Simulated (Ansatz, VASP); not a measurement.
## One calculation of VCd, two programs

```
CELL_PARAMETERS angstrom
2.83463 0.00000 0.00000
-1.41731 2.45486 0.00000
0.00000 0.00000 4.94465
ATOMIC_POSITIONS crystal
V 0.00000 0.00000 0.00000
Cd 0.66667 0.33333 0.50000
```

Alike in both runs: functional PBE; k mesh 6 × 6 × 6; occupations gaussian, width 0.1 eV; collinear spin.

Ansatz relaxed the structure, and its values are those at the end. VASP's run is a single point on that final structure, the one shown.

|  | VASP | Ansatz |
| --- | --- | --- |
| version | VASP 6.6.1 | Ansatz 0.2.0 |
| potentials or method | VASP PAW PBE potentials, release 64 (V_sv, Cd), cutoff 520 eV | scalar-relativistic, plane waves, PAW |
| valence electrons in the cell | 25 | 33 |

```tsv
	VASP	Ansatz	Ansatz less VASP
gap on the k mesh at the Fermi level (eV)	none	none	-
pressure (GPa)	0.6	0.0	-0.56
net moment per atom (μB)	0.38	0.38	-0.001
size of the moment on the site where the two differ most (μB)	0.58	0.59	+0.011
```

Site moments also hang on the region over which each program counts them. A gap of «none» marks a metal or a gap that the smearing closes. VASP's potentials hold 25 valence electrons a cell and Ansatz's 33, so a difference there can come from the potentials and not from the codes. Ansatz's warnings: cell relax basis refresh.

The k mesh is coarse, so the values compare programs but aren't converged.
